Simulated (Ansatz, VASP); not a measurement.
# AlN in VASP and in Ansatz

File INCAR:

```
SYSTEM = AlN
PREC = Accurate ; ENCUT = 520
EDIFF = 1E-6 ; ISMEAR = 0
SIGMA = 0.05 ; LREAL = .False.
LASPH = .True. ; NELM = 80
ALGO = Normal ; ISIF = 2
LWAVE = .False. ; LCHARG = .False.
GGA = PE ; NBANDS = 16
```

KPOINTS

```
regular mesh
0
Gamma
  12 12 6
  0 0 0
```

File POSCAR:

```
AlN
1.0
    3.3806587278      0.0000000000      0.0000000000
   -1.6903293639      2.9277363398      0.0000000000
    0.0000000000      0.0000000000      5.0179796546
Al N
2 2
Direct
    0.3333333333      0.6666666667      0.0017287175
    0.6666666667      0.3333333333      0.5017287175
    0.3333333333      0.6666666667      0.3832712825
    0.6666666667      0.3333333333      0.8832712825
```

Input for Ansatz:

```yaml
crystal:
  lattice:
    - [3.3806587278, 0.0, 0.0]
    - [-1.6903293639, 2.9277363398, 0.0]
    - [0.0, 0.0, 5.0179796546]
  atoms:
    - { symbol: Al, position: [0.3333333333, 0.6666666667, 0.0017287175] }
    - { symbol: Al, position: [0.6666666667, 0.3333333333, 0.5017287175] }
    - { symbol: "N", position: [0.3333333333, 0.6666666667, 0.3832712825] }
    - { symbol: "N", position: [0.6666666667, 0.3333333333, 0.8832712825] }
basis:
  ecutwfc: 420
kpoints:
  mp_grid: { grid: [12, 12, 6] }
hamiltonian:
  xc: pbe
scf:
  occupations: { method: gaussian, width: 0.05 }
output:
  forces: true
  stress: true
  eigenvalues: true
```

Change from the starting cell: strain +0.080 along x and y, +0.000 along z, atoms carried along.

Alike in both runs: task single point; functional PBE; k mesh 12 × 12 × 6; occupations gaussian, width 0.05 eV; no spin polarisation.

|  | VASP | Ansatz |
| --- | --- | --- |
| version | VASP 6.6.1 | Ansatz 0.2.0 |
| potentials or method | VASP PAW PBE potentials, release 64 (Al, N), cutoff 520 eV | scalar-relativistic, plane waves, PAW |
| valence electrons in the cell | 16 | 16 |

VASP gave:

```
gap on the k mesh at the Fermi level (eV)                     : 2.63
least direct gap on the mesh (eV)                             : 2.63
pressure (GPa)                                                : -21.5
traceless stress, the component that is largest in VASP (GPa) : 13.61
rms of the force components (eV/Å)                            : 0.241
```

What did Ansatz give for the same quantities?

gap on the k mesh at the Fermi level (eV): 2.63; least direct gap on the mesh (eV): 2.63; pressure (GPa): -21.2; traceless stress, the component that is largest in VASP (GPa): 13.52; rms of the force components (eV/Å): 0.241.

Atom by atom the forces differ by 0.000 eV/Å (rms over components).
